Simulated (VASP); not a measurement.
**Zn: relaxation of cell and atoms with PBEsol**

Crystal: Zn.

```xyz
2
Lattice="2.6700 0.0000 0.0000 -1.3350 2.3123 0.0000 0.0000 0.0000 4.9660" Properties=species:S:1:pos:R:3 pbc="T T T"
Zn    1.3350    0.7708    3.7245
Zn    0.0000    1.5415    1.2415
```

| Item | Value |
| --- | --- |
| Program | VASP 6.6.1 |
| Task | relaxation of cell and atoms |
| Functional | PBEsol |
| Potentials or basis | VASP PAW PBE potentials, release 64 (Zn) |
| Cutoff | 600 eV |
| k mesh | 11 × 11 × 6 |
| Occupations | fermi-dirac, width 0.05 eV |
| Spin | no spin polarisation |
| Dipole correction | no |
| Further INCAR settings | ALGO = Fast; EDIFF = 1e-06; IBRION = 2; EDIFFG = -0.01; NSW = 60; ISIF = 3 |

```
Relaxed volume                         : 14.12 Å³/atom
Relaxed cell                           : a = 2.651 Å, b = 2.651 Å, c = 4.640 Å, α = 90.00°, β = 90.00°, γ = 120.00°
Space group after relaxing (to 0.05 Å) : P6_3/mmc (No. 194)
Energy gained by relaxing              : 25.8 meV/atom
Ionic steps                            : 7
Pressure after relaxing                : -0.1 GPa
Band gap on the k mesh                 : zero (band 12 reaches 4.94 eV, above the bottom of band 13 at 1.24 eV)
```

The path:
```csv
step,energy change (eV),largest force (eV/Å),pressure (GPa),volume (Å³)
1,0.0000,0.0000,-4.73,30.66
2,-0.0373,0.0000,-0.27,28.70
3,-0.0374,0.0000,-0.18,28.63
4,-0.0414,0.0000,-0.13,28.52
5,-0.0513,0.0000,0.28,28.17
6,-0.0516,0.0000,0.31,28.04
7,-0.0516,0.0000,-0.07,28.24
```

Final structure:
```
CELL_PARAMETERS angstrom
2.65096 0.00000 0.00000
-1.32548 2.29580 0.00000
0.00000 0.00000 4.63978
ATOMIC_POSITIONS crystal
Zn 0.66667 0.33333 0.75000
Zn 0.33333 0.66667 0.25000
```

Levels at points of the mesh, in eV from the Fermi level:
```
           k point  band 9  band 10  band 11  band 12  band 13  band 14  band 15  band 16
(0.00, 0.00, 0.00)   -7.51    -7.19    -7.19    -3.75    -2.27    16.44    17.11    17.12
(0.00, 0.00, 0.50)   -7.31    -7.31    -7.31    -7.31     6.02     6.02    18.63    18.63
```

It took 57 s on 1 thread of Intel(R) Xeon(R) 6975P-C (Granite Rapids), on a shared host, peak memory 0.18 GiB.

Caveat: the PAW data sets were made with another functional, which shifts forces and pressure a little.
